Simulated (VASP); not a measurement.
# Ge (P6/mmm) in VASP: notebook

The runs below take Ge through single point, with RPBE.

Everything below comes from runs of VASP 6.6.1. Logs are shortened: lines on timing, memory, paths and dates and some standing lists are left out, and cuts for length are marked.

## 1. The cell of the first run

The structure is hexagonal, space group P6/mmm (No. 191). Conventional cell: a = 5.075 Å, b = 5.075 Å, c = 2.885 Å, α = 90.00°, β = 90.00°, γ = 120.00°. Within 3.8 Å of Ge (site symmetry 6/mmm) lie 14 Ge at 2.89 to 3.27 Å. Ge (site symmetry -6m2) has 11 Ge at 2.89 to 3.27 Å within 3.8 Å.

This isn't the form of Ge at room conditions, which is diamond.

## 2. Single point, RPBE (21.46 Å³/atom)

INCAR reads:

```
SYSTEM = Ge
ALGO = Normal
EDIFF = 1E-6
ENCUT = 520
GGA = RP
ISIF = 2
ISMEAR = -1
LASPH = .TRUE.
LCHARG = .FALSE.
LREAL = .FALSE.
LWAVE = .FALSE.
NBANDS = 28
NELM = 100
PREC = Accurate
SIGMA = 0.1
```

KPOINTS reads:

```
k-points
0
G
  8 8 13
  0 0 0
```

POSCAR reads:

```
Ge
1.0
    5.0754660989      0.0000000000      0.0000000000
   -2.5377330495      4.3954825777      0.0000000000
    0.0000000000      0.0000000000      2.8852430047
Ge
3
Direct
    0.0000000000      0.0000000000      1.0000000000
    0.3333333333      0.6666666667      0.5000000000
    0.6666666667      0.3333333333      0.5000000000
```

Potentials or basis: VASP PAW PBE potentials, release 64 (Ge_d).

Run with:

```
$ cat potpaw_PBE.64/Ge_d/POTCAR > POTCAR
$ mpirun -np 1 vasp_std > vasp.out
```

OUTCAR:

```text
SYSTEM = Ge
   EDIFF = 1E-6
   ENCUT = 520
   GGA = RP
   ISIF = 2
   ISMEAR = -1
   LASPH = .TRUE.
   LREAL = .FALSE.
   NELM = 100
   PREC = Accurate

 ion  position               nearest neighbor table
   1  0.000  0.000  0.000-
   2  0.333  0.667  0.500-
   3  0.667  0.333  0.500-

  LATTYP: Found a hexagonal cell.
 ALAT       =     5.0754660989
 C/A-ratio  =     0.5684685797

  Lattice vectors:

 A1 = (   5.0754660989,   0.0000000000,   0.0000000000)
 A2 = (  -2.5377330495,   4.3954825777,   0.0000000000)
 A3 = (   0.0000000000,   0.0000000000,   2.8852430047)

Analysis of symmetry for initial positions (statically):
=====================================================================
 Subroutine PRICEL returns:
 Original cell was already a primitive cell.

 Routine SETGRP: Setting up the symmetry group for a
 hexagonal supercell.

 Subroutine GETGRP returns: Found 24 space group operations
 (whereof 24 operations were pure point group operations)
 out of a pool of 24 trial point group operations.

The static configuration has the point symmetry D_6h.

Analysis of symmetry for dynamics (positions and initial velocities):
=====================================================================
 Subroutine PRICEL returns:
 Original cell was already a primitive cell.

 Routine SETGRP: Setting up the symmetry group for a
 hexagonal supercell.

 Subroutine GETGRP returns: Found 24 space group operations
 (whereof 24 operations were pure point group operations)
 out of a pool of 24 trial point group operations.

The dynamic configuration has the point symmetry D_6h.

 Subroutine INISYM returns: Found 24 space group operations
 (whereof 24 operations are pure point group operations),
 and found     1 'primitive' translations

----------------------------------------------------------------------------------------

                                     Primitive cell

  volume of cell :      64.3672

  direct lattice vectors                    reciprocal lattice vectors
     5.075466099  0.000000000  0.000000000     0.197026240  0.113753153  0.000000000
    -2.537733049  4.395482578  0.000000000     0.000000000  0.227506305  0.000000000
     0.000000000  0.000000000  2.885243005     0.000000000  0.000000000  0.346591257

  length of vectors
     5.075466099  5.075466099  2.885243005     0.227506305  0.227506305  0.346591257

  position of ions in fractional coordinates (direct lattice)
     0.000000000  0.000000000  0.000000000
     0.333333333  0.666666667  0.500000000
     0.666666667  0.333333333  0.500000000

  ion indices of the primitive-cell ions
   primitive index   ion index
                 1           1
                 2           2
                 3           3

----------------------------------------------------------------------------------------

 KPOINTS: k-points

Automatic generation of k-mesh.
 Grid dimensions read from file:
 generate k-points for:    8    8   13

 Generating k-lattice:

  Cartesian coordinates                     Fractional coordinates (reciprocal lattice)
     0.024628280  0.014219144  0.000000000     0.125000000  0.000000000  0.000000000
     0.000000000  0.028438288  0.000000000     0.000000000  0.125000000  0.000000000
     0.000000000  0.000000000  0.026660866     0.000000000  0.000000000  0.076923077

  Length of vectors
     0.028438288  0.028438288  0.026660866

  Shift w.r.t. Gamma in fractional coordinates (k-lattice)
     0.000000000  0.000000000  0.000000000

 Subroutine IBZKPT returns following result:
 ===========================================

 Found     70 irreducible k-points:

 Following reciprocal coordinates:
            Coordinates               Weight
  0.000000  0.000000  0.000000      1.000000
  0.125000  0.000000  0.000000      6.000000
  0.250000  0.000000  0.000000      6.000000
  0.375000  0.000000  0.000000      6.000000
  0.500000  0.000000  0.000000      3.000000
  0.125000  0.125000  0.000000      6.000000
[... 16 lines left out ...]
  0.250000  0.000000  0.153846     12.000000
  0.375000  0.000000  0.153846     12.000000
 [... further k-points ...]
   k-points           NKPTS =     70   k-points in BZ     NKDIM =     70   number of bands    NBANDS=     28
   number of dos      NEDOS =    301   number of ions     NIONS =      3
   total plane-waves  NPLWV =  38400
   dimension x,y,z NGX =    40 NGY =   40 NGZ =   24
   dimension x,y,z NGXF=    80 NGYF=   80 NGZF=   48
   ions per type =               3
   NGX,Y,Z   is equivalent  to a cutoff of  13.10, 13.10, 13.83 a.u.
   NGXF,Y,Z  is equivalent  to a cutoff of  26.20, 26.20, 27.66 a.u.
 SYSTEM =  Ge
   PREC   = accura    normal or accurate (medium, high low for compatibility)
   ISTART =      0    job   : 0-new  1-cont  2-samecut
   ICHARG =      2    charge: 1-file 2-atom 10-const
   ISPIN  =      1    spin polarized calculation?
   LNONCOLLINEAR =      F non collinear calculations
   LSORBIT =      F    spin-orbit coupling
   LASPH  =      T    aspherical Exc in radial PAW
   ENCUT  =  520.0 eV  38.22 Ry    6.18 a.u.   9.44  9.44  5.36*2*pi/ulx,y,z
   NELM   =    100;   NELMIN=  2; NELMDL= -5     # of ELM steps
   EDIFF  = 0.1E-05   stopping-criterion for ELM
   LREAL  =      F    real-space projection
   EDIFFG = 0.1E-04   stopping-criterion for IOM
   NSW    =      0    number of steps for IOM
   IBRION =     -1    ionic relax: 0-MD 1-quasi-New 2-CG
   NFREE  =      0    steps in history (QN), initial steepest desc. (CG)
   ISIF   =      2    stress and relaxation
   ISYM   =      2    0-nonsym 1-usesym 2-fastsym
   POTIM  = 0.5000    time-step for ionic-motion
   TEBEG  =    0.0;   TEEND  =   0.0 temperature during run
   PSTRESS=    0.0 pullay stress
   NELECT =      42.0000    total number of electrons
   NUPDOWN=      -1.0000    fix difference up-down
   EMIN   =  10.00;   EMAX   =-10.00  energy-range for DOS
   EFERMI =   0.00;   METHOD = LEGACY
   ISMEAR =    -1;   SIGMA  =   0.10  broadening in eV -4-tet -1-fermi 0-gaus
   EFERMI_NEDOS =   21; number of points for ismear=-14 and -15
   IALGO  =     38    algorithm
   IMIX   =      4    mixing-type and parameters
     AMIX     =   0.40;   BMIX     =  1.00
     AMIX_MAG =   1.60;   BMIX_MAG =  1.00
  volume/ion in A,a.u.               =      21.46       144.79
  Fermi-wavevector in a.u.,A,eV,Ry     =   1.419939  2.683295 27.432423  2.016226
  Thomas-Fermi vector in A             =   2.540907
   LORBIT       =      0    0 simple, 1 ext, 2 COOP (PROOUT), +10 PAW based schemes
   GGA     = RP    functional components
   LHFCALC =     F    Hartree Fock is set to
   AEXX    =    0.0000 exact exchange contribution
   IVDW    =     0    specifies the selected vdW correction
   LEPSILON=     F    determine dielectric tensor
   LRPA    =     F    only Hartree local field effects (RPA)
 non-spin polarized calculation
  energy-cutoff  :      520.00
  volume of cell :       64.37
 maximum number of plane-waves:      1753
 NGX is ok and might be reduce to    40
   NGX = 19   NGY = 19   NGZ = 11

 number of electron      42.0000007 magnetization

 Free energy of the ion-electron system (eV)
  ---------------------------------------------------
  ext. energy  EPLUGINS =         0.00000000
  ---------------------------------------------------
  free energy    TOTEN  =       -11.45128482 eV

  energy without entropy =      -11.40342452  energy(sigma->0) =      -11.42735467

 E-fermi :   5.5252     XC(G=0): -10.5571

 val. band max:        5.4436941906   @ k =   0.0000   0.0000   0.3846
 cond. band min:       5.5408590390   @ k =   0.2500   0.0000   0.1538
 fundamental gap:      0.0971648485
 Fermi energy:         5.5252063267

 k-point     1 :       0.0000    0.0000    0.0000
  band No.  band energies     occupation
      1     -19.3928      2.00000
      2     -19.3547      2.00000
      3     -19.3547      2.00000
      4     -19.3120      2.00000
      5     -19.3120      2.00000
      6     -19.1701      2.00000
[... 20 lines left out ...]
     27      14.4929      0.00000
     28      14.6352      0.00000

 k-point     2 :       0.1250    0.0000    0.0000
  band No.  band energies     occupation
      1     -19.3928      2.00000
      2     -19.3548      2.00000
      3     -19.3548      2.00000
      4     -19.3121      2.00000
      5     -19.3120      2.00000
      6     -19.1694      2.00000
[... 20 lines left out ...]
     27      14.3150      0.00000
     28      14.4702      0.00000

 k-point     3 :       0.2500    0.0000    0.0000
  band No.  band energies     occupation
      1     -19.3926      2.00000
      2     -19.3552      2.00000
      3     -19.3552      2.00000
      4     -19.3122      2.00000
      5     -19.3118      2.00000
      6     -19.1674      2.00000
[... 20 lines left out ...]
     27      14.1816      0.00000
     28      14.6190      0.00000

 k-point     4 :       0.3750    0.0000    0.0000
  band No.  band energies     occupation
      1     -19.3925      2.00000
      2     -19.3557      2.00000
      3     -19.3555      2.00000
      4     -19.3123      2.00000
      5     -19.3117      2.00000
      6     -19.1642      2.00000
[... 20 lines left out ...]
     27      13.9702      0.00000
     28      14.8884      0.00000

 k-point     5 :       0.5000    0.0000    0.0000
  band No.  band energies     occupation
      1     -19.3924      2.00000
      2     -19.3559      2.00000
      3     -19.3556      2.00000
      4     -19.3124      2.00000
      5     -19.3116      2.00000
      6     -19.1615      2.00000
[... 20 lines left out ...]
     27      13.7392      0.00000
     28      13.8932      0.00000

 k-point     6 :       0.1250    0.1250    0.0000
  band No.  band energies     occupation
      1     -19.3927      2.00000
      2     -19.3551      2.00000
      3     -19.3550      2.00000
      4     -19.3121      2.00000
      5     -19.3119      2.00000
      6     -19.1681      2.00000
[... 463 lines left out ...]
      5     -19.3218      2.00000
      6     -19.1451      2.00000
[... 20 lines left out ...]
     27      12.7579      0.00000
     28      16.6449      0.00000

 k-point    22 :       0.1250    0.0000    0.1538
  band No.  band energies     occupation
      1     -19.3669      2.00000
      2     -19.3543      2.00000
      3     -19.3542      2.00000
      4     -19.3218      2.00000
      5     -19.3217      2.00000
      6     -19.1446      2.00000
[... 20 lines left out ...]
     27      12.4635      0.00000
     28      16.5409      0.00000

 k-point    23 :       0.2500    0.0000    0.1538
  band No.  band energies     occupation
      1     -19.3668      2.00000
      2     -19.3544      2.00000
      3     -19.3543      2.00000
      4     -19.3218      2.00000
      5     -19.3215      2.00000
      6     -19.1433      2.00000
[... 20 lines left out ...]
     27      11.5823      0.00000
     28      15.8153      0.00000

 k-point    24 :       0.3750    0.0000    0.1538
  band No.  band energies     occupation
      1     -19.3667      2.00000
      2     -19.3545      2.00000
      3     -19.3544      2.00000
      4     -19.3218      2.00000
      5     -19.3212      2.00000
      6     -19.1416      2.00000
[... 20 lines left out ...]
     27      10.9767      0.00000
     28      15.1234      0.00000

 [... further k-points ...]
[... 5 lines left out ...]
  --------------------------------------------------------------------------------------
  -------------------------------------------------------------------------------------
  Total       -1.6136567     -1.6136567     -1.3026423      0.0000000      0.0000000      0.0000000
  in kB      -40.1658395    -40.1658395    -32.4243190      0.0000000      0.0000000      0.0000000
  external PRESSURE =     -37.5853327 kB  Pullay stress =       0.0000000 kB

 VOLUME and BASIS-vectors are now :
 -----------------------------------------------------------------------------
  energy-cutoff  :      520.00
  volume of cell :       64.37
      direct lattice vectors                 reciprocal lattice vectors
     5.075466099  0.000000000  0.000000000     0.197026240  0.113753153  0.000000000
    -2.537733049  4.395482578  0.000000000     0.000000000  0.227506305  0.000000000
     0.000000000  0.000000000  2.885243005     0.000000000  0.000000000  0.346591257

 POSITION                                       TOTAL-FORCE (eV/Angst)
 -----------------------------------------------------------------------------------
      0.00000      0.00000      0.00000         0.000000     -0.000000      0.000000
     -0.00000      2.93032      1.44262        -0.000000      0.000000     -0.000000
      2.53773      1.46516      1.44262         0.000000      0.000000      0.000000
 -----------------------------------------------------------------------------------
    total drift:                               -0.000000      0.000000      0.000000

  FREE ENERGIE OF THE ION-ELECTRON SYSTEM (eV)
  ---------------------------------------------------
  free  energy   TOTEN  =       -11.4512848162 eV

  energy  without entropy=      -11.4034245190  energy(sigma->0) =      -11.42735467
```

Wall time 47 s (1 thread of AMD EPYC 9R45 (Zen 5), shared host); peak memory 0.2 GiB.

What came out:

```
Free energy            : -11.4513 eV
Pressure               : -3.8 GPa
Band gap on the k mesh : zero (bands 21 and 22 overlap by 4.15 eV)
```

Caveat: the cell stands under tension; the PAW data sets were made with another functional, which shifts forces and pressure a little.

## 3. Single point, RPBE (22.25 Å³/atom)

This run uses another cell than the first one, of 22.25 Å³/atom.

INCAR reads:

```
ALGO     = Normal         # electronic algorithm
EDIFF    = 1E-6           # SCF threshold, eV
ENCUT    = 520            # plane-wave cutoff, eV
GGA      = RP             # functional
ISIF     = 2              # what is computed and relaxed
ISMEAR   = -1             # smearing method
LASPH    = T              # aspherical terms in the spheres
LCHARG   = F              # write CHGCAR
LREAL    = F              # projectors in reciprocal space
LWAVE    = F              # write WAVECAR
NBANDS   = 28             # bands
NELM     = 80             # most SCF steps
PREC     = Accurate       # precision mode
SIGMA    = 0.1            # smearing width, eV
```

KPOINTS reads:

```
k-points
0
Gamma
  8 8 13
```

POSCAR reads:

```
Ge
1.0
    5.1373681277      0.0000000000      0.0000000000
   -2.5686840639      4.4490913072      0.0000000000
    0.0000000000      0.0000000000      2.9204323630
Ge
3
Direct
    0.0000000000      0.0000000000      1.0000000000
    0.3333333333      0.6666666667      0.5000000000
    0.6666666667      0.3333333333      0.5000000000
```

Potentials or basis: VASP PAW PBE potentials, release 64 (Ge_d).

Run with:

```
$ cat potpaw_PBE.64/Ge_d/POTCAR > POTCAR
$ mpirun -np 1 vasp_std > vasp.out
```

Wall time 42 s (1 thread of AMD EPYC 9R45 (Zen 5), shared host); peak memory 0.2 GiB.

Results (log left out):

```
Free energy            : -11.3852 eV
Pressure               : -5.4 GPa
Band gap on the k mesh : zero (bands 21 and 22 overlap by 4.02 eV)
```

Stress tensor (GPa, compression positive):
```
-5.60  0.00  0.00
 0.00 -5.60  0.00
 0.00  0.00 -4.95
```

Levels at points of the mesh, in eV from the Fermi level:
```csv
k point,band 18,band 19,band 20,band 21,band 22,band 23,band 24,band 25
"(0.00, 0.00, 0.00)",-6.56,-2.65,-2.65,-2.56,-2.56,4.71,7.18,7.18
"(0.50, 0.00, 0.00)",-7.60,-4.51,0.56,0.65,2.55,2.89,3.91,6.28
```

Caveat: the cell stands under tension; the PAW data sets were made with another functional, which shifts forces and pressure a little.
